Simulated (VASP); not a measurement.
A run of VASP 6.6.1:

INCAR

```
SYSTEM = SnO
ALGO = Normal
DIPOL = 0.5 0.5 0.408
EDIFF = 1E-6
ENCUT = 520
GGA = PE
GGA_COMPAT = .FALSE.
IDIPOL = 3
ISIF = 2
ISMEAR = 0
IVDW = 12
LASPH = .TRUE.
LCHARG = .FALSE.
LDIPOL = .TRUE.
LREAL = .FALSE.
LWAVE = .FALSE.
NBANDS = 50
NELM = 120
NELMDL = -8
PREC = Accurate
SIGMA = 0.05
```

File KPOINTS:

```
k-points
0
G
  7 7 1
  0 0 0
```

Contents of POSCAR:

```
SnO
1.0
    3.8201630995      0.0000000000      0.0000000000
    0.0000000000      3.8201630995      0.0000000000
    0.0000000000      0.0000000000     22.2260821294
Sn O
4 4
Direct
    0.7500000000      0.2500000000      0.2024648327
    0.2500000000      0.7500000000      0.3087832136
    0.5000000000      1.0000000000      0.5067488278
    0.0000000000      1.5000000000      0.6130672086
    0.2500000000      0.2500000000      0.2556240231
    0.7500000000      0.7500000000      0.2556240231
    0.0000000000      1.0000000000      0.5599080182
    0.5000000000      1.5000000000      0.5599080182
```

Potentials or basis: VASP PAW PBE potentials, release 64 (Sn_d, O).

Command:

```bash
$ cat potpaw_PBE.64/Sn_d/POTCAR potpaw_PBE.64/O/POTCAR > POTCAR
$ mpirun -np 1 vasp_std > vasp.out
```

Hardware: 1 thread of Oxide Virtual Turin-like Processor, on a shared host.

**Question.** How long does it take, and how much memory?

**Answer.** It took 8 min on 1 thread of Oxide Virtual Turin-like Processor, with other jobs on the host, peak memory 0.41 GiB. Counts: scf iterations 25, k points 16.
